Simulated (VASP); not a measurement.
Wanted: the native input for a VASP 6.6.1 run.

- Task: single point
- Functional: PBEsol
- Potentials or basis: VASP PAW PBE potentials, release 64 (Sc_sv)
- Cutoff: 520 eV
- k mesh: 7 × 7 × 4
- Occupations: gaussian, width 0.05 eV
- Spin: no spin polarisation
- Dipole correction: no
- Further INCAR settings: ALGO = Fast; EDIFF = 1e-06; NBANDS = 18

The structure of Sc lies in POSCAR:

```
Sc
1.0
    3.3090000000      0.0000000000      0.0000000000
   -1.6545000000      2.8656780611      0.0000000000
    0.0000000000      0.0000000000      5.2733000000
Sc
2
Direct
    0.6691860000      0.3239330000      0.7463070000
    0.3351240000      0.6657790000      0.2468990000
```

The input as run:

INCAR

```
ALGO = Fast ; EDIFF = 1E-6
ENCUT = 520 ; GGA = PS
ISIF = 2 ; ISMEAR = 0
LASPH = T ; LCHARG = F
LREAL = F ; LWAVE = F
NBANDS = 18 ; NELM = 100
PREC = Accurate ; SIGMA = 0.05
```

KPOINTS

```
k-points
0
Gamma
  7 7 4
```

Potentials or basis: VASP PAW PBE potentials, release 64 (Sc_sv).

Run with:

```sh
$ cat potpaw_PBE.64/Sc_sv/POTCAR > POTCAR
$ mpirun -np 1 vasp_std > vasp.out
```

Results of the run:

```yaml
Pressure: -3.1 GPa
Largest_force: 0.053 eV/Å
Band_gap_on_the_k_mesh: zero (bands 11 and 12 overlap by 1.31 eV)
```

Caveat: the cell stands under tension; the PAW data sets were made with another functional, which shifts forces and pressure a little.

Wall time 2.5 min on 1 thread of Intel(R) Xeon(R) Platinum 8259CL CPU @ 2.50GHz (Skylake/Cascade Lake) (shared host), peak memory 0.22 GiB.
